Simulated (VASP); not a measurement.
## LiCl: relaxation of cell and atoms with PBE

Crystal: LiCl.

```
CELL_PARAMETERS angstrom
0.03515 2.52885 2.58506
5.22045 2.66455 -2.65046
-5.15060 2.52439 -2.65090
ATOMIC_POSITIONS crystal
Li 0.00436 0.99834 0.00292
Li 0.50434 0.49912 0.00312
Li 0.50163 0.00019 0.49396
Li 0.99994 0.50568 0.49651
Cl 0.99845 0.26102 0.74979
Cl 0.50481 0.74365 0.74044
Cl 0.50126 0.24643 0.25052
Cl 0.98522 0.74557 0.26273
```

* Program: VASP 6.6.1
* Task: relaxation of cell and atoms
* Functional: PBE
* Potentials or basis: VASP PAW PBE potentials, release 64 (Li_sv, Cl)
* Cutoff: 600 eV
* k mesh: 4 × 2 × 2
* Occupations: gaussian, width 0.1 eV
* Spin: no spin polarisation
* Dipole correction: no
* Further INCAR settings: ALGO = Normal; EDIFF = 1e-06; IBRION = 2; EDIFFG = -0.025; NSW = 80; ISIF = 3

```json
{
 "Relaxed volume": "17.03 Å³/atom",
 "Relaxed cell": "a = 3.643 Å, b = 6.297 Å, c = 6.292 Å, α = 109.24°, β = 89.87°, γ = 89.94°",
 "Space group after relaxing (to 0.1 Å)": "Fm-3m (No. 225)",
 "Energy gained by relaxing": "7.6 meV/atom",
 "Ionic steps": "7",
 "Pressure after relaxing": "0.0 GPa",
 "Largest force after relaxing": "0.022 eV/Å",
 "Band gap on the k mesh": "6.28 eV"
}
```

Forces on the atoms (eV/Å):
```
Li  -0.006  0.006 -0.015
Li   0.000  0.010 -0.017
Li  -0.003 -0.013  0.012
Li   0.003 -0.009  0.008
Cl  -0.002 -0.002 -0.008
Cl  -0.006 -0.014  0.016
Cl   0.006  0.011 -0.002
Cl   0.008  0.010  0.006
```

Stress tensor (GPa, compression positive):
```
 0.05  0.00  0.03
 0.00 -0.03  0.02
 0.03  0.02  0.06
```

The path:
```tsv
step	energy change (eV)	largest force (eV/Å)	pressure (GPa)	volume (Å³)
1	0.0000	0.3221	-0.44	139.05
2	-0.0228	0.2576	-0.28	138.10
3	-0.0525	0.0862	0.32	135.23
4	-0.0560	0.0747	0.09	136.11
5	-0.0577	0.0682	-0.20	137.29
6	-0.0595	0.0458	-0.11	136.89
7	-0.0605	0.0222	0.03	136.27
```

Final structure:
```yaml
crystal:
  lattice:
    - [-0.00116, 2.57977, 2.57190]
    - [5.13404, 2.58046, -2.57634]
    - [-5.13049, 2.58036, -2.57047]
  atoms:
    - { symbol: Li, position: [0.00167, 0.99860, 0.99913] }
    - { symbol: Li, position: [0.50148, 0.49814, 0.99925] }
    - { symbol: Li, position: [0.50004, 0.00168, 0.50019] }
    - { symbol: Li, position: [0.00001, 0.50151, 0.50068] }
    - { symbol: Cl, position: [0.00115, 0.25056, 0.74949] }
    - { symbol: Cl, position: [0.49975, 0.75158, 0.75109] }
    - { symbol: Cl, position: [0.49853, 0.24906, 0.24976] }
    - { symbol: Cl, position: [0.99737, 0.74887, 0.25041] }
```

Levels at points of the mesh, in eV from the valence-band top:
| k point | band 17 | band 18 | band 19 | band 20 | band 21 | band 22 | band 23 | band 24 |
| --- | --- | --- | --- | --- | --- | --- | --- | --- |
| (0.00, 0.00, 0.00) | -0.25 | -0.02 | -0.01 | 0.00 | 6.28 | 6.74 | 6.74 | 7.85 |
| (0.50, 0.00, 0.00) | -1.06 | -1.06 | -0.29 | -0.29 | 8.15 | 8.15 | 9.52 | 9.52 |
| (0.00, 0.50, 0.00) | -0.15 | -0.14 | -0.14 | -0.13 | 7.18 | 7.18 | 8.14 | 8.15 |
| (0.50, 0.50, 0.00) | -0.72 | -0.72 | -0.70 | -0.69 | 8.14 | 8.14 | 8.16 | 8.16 |
| (0.00, 0.00, 0.50) | -0.16 | -0.15 | -0.13 | -0.12 | 7.17 | 7.19 | 8.13 | 8.16 |
| (0.50, 0.00, 0.50) | -0.72 | -0.71 | -0.70 | -0.69 | 8.14 | 8.15 | 8.16 | 8.17 |
| (0.00, 0.50, 0.50) | -0.58 | -0.58 | -0.29 | -0.29 | 8.15 | 8.16 | 8.48 | 8.48 |
| (0.50, 0.50, 0.50) | -0.27 | -0.27 | -0.26 | -0.25 | 6.74 | 6.74 | 7.85 | 7.86 |

It took 120 s on 1 thread of AMD EPYC 9R45 96-Core Processor (Zen 5), with other jobs on the host, peak memory 0.25 GiB.

Caveat: the k points lie up to 0.53 Å⁻¹ apart in the final cell; the cutoff is under 1.25 times the usual one of these potentials, so pressure, stress and relaxed cells hold a basis-set (Pulay) error. A k mesh can miss the band edges.
